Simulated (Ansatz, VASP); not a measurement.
# SrVO3 in VASP and in Ansatz

INCAR

```
  PREC = Accurate
  ENCUT = 520
  EDIFF = 1E-7
  ISMEAR = -1
  SIGMA = 0.05
  LREAL = F
  LASPH = T
  NELM = 150
  ALGO = Normal
  ISIF = 2
  LWAVE = F
  LCHARG = F
  ISPIN = 2
  MAGMOM = 0 2 0 0 0
  LORBIT = 11
  LMAXMIX = 4
  GGA = PE
  NBANDS = 32
```

The input KPOINTS:

```
Automatic mesh
0
Gamma
  6 6 6
```

Contents of POSCAR:

```
SrVO3
1.0
    3.8409000000      0.0000000000      0.0000000000
    0.0000000000      3.8409000000      0.0000000000
    0.0000000000      0.0000000000      3.9945360000
Sr V O
1 1 3
Direct
    0.5000000000      0.5000000000      0.5000000000
    0.0000000000      0.0000000000      0.0000000000
    0.0000000000      0.0000000000      0.5000000000
    0.0000000000      0.5000000000      0.0000000000
    0.5000000000      0.0000000000      0.0000000000
```

File input.yaml:

```yaml
crystal:
  lattice:
    - [3.8409, 0.0, 0.0]
    - [0.0, 3.8409, 0.0]
    - [0.0, 0.0, 3.994536]
  atoms:
    - { symbol: Sr, position: [0.5, 0.5, 0.5] }
    - { symbol: V, position: [0.0, 0.0, 0.0], spin: 2.0 }
    - { symbol: O, position: [0.0, 0.0, 0.5] }
    - { symbol: O, position: [0.0, 0.5, 0.0] }
    - { symbol: O, position: [0.5, 0.0, 0.0] }
hamiltonian:
  xc: pbe
  pseudopotentials: { kind: paw }
magnetization:
  spin_polarized: true
kpoints:
  mp_grid: { grid: [6, 6, 6] }
scf:
  occupations: { method: fermi_dirac, width: 0.05 }
output:
  forces: true
  stress: true
  eigenvalues: true
  write_density: true
  write_potential: true
  elf: true
  volumetric_format: npy
```

Alike in both runs: task single point; functional PBE; k mesh 6 × 6 × 6; occupations fermi-dirac, width 0.05 eV; collinear spin.

```csv
,VASP,Ansatz
version,VASP 6.6.1,Ansatz 0.2.0
potentials or method,"VASP PAW PBE potentials, release 64 (Sr_sv, V_sv, O)",Ansatz PAW
plane-wave cutoff (eV),520,420
valence electrons in the cell,41,41
```

```tsv
	VASP	Ansatz	Ansatz less VASP
gap on the k mesh at the Fermi level (eV)	none	none	-
pressure (GPa)	-2.9	-3.7	-0.78
traceless stress, the component that is largest in VASP (GPa)	-4.57	-4.45	+0.116
net moment per atom (μB)	0.10	0.10	0.000
size of the moment on the site where the two differ most (μB)	0.48	0.39	-0.095
```

Site moments also hang on the region over which each program counts them. A gap of «none» marks a metal or a gap that the smearing closes.
